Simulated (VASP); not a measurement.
Wanted: the native input for a VASP 6.6.1 run.

```yaml
Task: relaxation of cell and atoms
Functional: PBE
Potentials_or_basis: VASP PAW PBE potentials, release 64 (Ta_pv, Bi_d, O)
Cutoff: 600 eV
k_mesh: 3 × 3 × 1
Occupations: gaussian, width 0.15 eV
Spin: no spin polarisation
Dipole_correction: no
Further_INCAR_settings: LREAL = Auto; ALGO = Normal; EDIFF = 1e-06; IBRION = 2; EDIFFG = -0.08; NSW = 36; ISIF = 3
```

The structure of TaBi2O5 lies in POSCAR:

```
TaBi2O5
1.0
    2.0350000000     -5.3500000000      0.0000000000
    2.0350000000      5.3500000000      0.0000000000
    0.0000000000      0.0000000000     10.9000000000
Ta Bi O
2 4 10
Direct
    0.1900000000      0.8100000000      0.2500000000
    0.8100000000      0.1900000000      0.7500000000
    0.8650000000      0.1350000000      0.0650000000
    0.8650000000      0.1350000000      0.4350000000
    0.1350000000      0.8650000000      0.9350000000
    0.1350000000      0.8650000000      0.5650000000
    0.0480000000      0.9520000000      0.1150000000
    0.0480000000      0.9520000000      0.3850000000
    0.3110000000      0.6890000000      0.4300000000
    0.3110000000      0.6890000000      0.0700000000
    0.9520000000      0.0480000000      0.8850000000
    0.9520000000      0.0480000000      0.6150000000
    0.6890000000      0.3110000000      0.9300000000
    0.6890000000      0.3110000000      0.5700000000
    0.2350000000      0.7650000000      0.7500000000
    0.7650000000      0.2350000000      0.2500000000
```

One way to write it, as run:

INCAR

```
SYSTEM = TaBi2O5
ALGO = Normal
EDIFF = 1E-6
EDIFFG = -0.08
ENCUT = 600
GGA = PE
IBRION = 2
ISIF = 3
ISMEAR = 0
LASPH = .TRUE.
LCHARG = .FALSE.
LREAL = Auto
LWAVE = .FALSE.
NELM = 80
NSW = 36
PREC = Accurate
SIGMA = 0.15
```

KPOINTS

```
k-points
0
G
  3 3 1
  0 0 0
```

Potentials or basis: VASP PAW PBE potentials, release 64 (Ta_pv, Bi_d, O).

Command:

```console
$ cat potpaw_PBE.64/Ta_pv/POTCAR potpaw_PBE.64/Bi_d/POTCAR potpaw_PBE.64/O/POTCAR > POTCAR
$ mpirun -np 1 vasp_std > vasp.out
```

It gave:

The relaxed volume is 16.62 Å³/atom. The relaxed cell is a = 6.497 Å, b = 6.497 Å, c = 10.761 Å, α = 90.00°, β = 90.00°, γ = 144.17°, the space group after relaxing (to 0.1 Å) is Cmcm (No. 63) and the energy gained by relaxing is 736.4 meV/atom. The ionic steps are 28 and the pressure after relaxing is 0.4 GPa. The largest force after relaxing is 0.062 eV/Å. The band gap on the k mesh is 0.63 eV (least direct gap 0.79 eV).

Caveat: the k points lie up to 0.58 Å⁻¹ apart in the final cell; spin-orbit coupling is left out, which moves the levels of the heavy elements; an odd mesh through Γ misses points on the zone boundary, where band edges can lie; the relaxation stopped at a loose force limit of 0.08 eV/Å, so its end isn't a converged minimum.

Wall time 41 min on 1 thread of Intel(R) Xeon(R) 6975P-C (Granite Rapids) (shared host), peak memory 0.56 GiB.
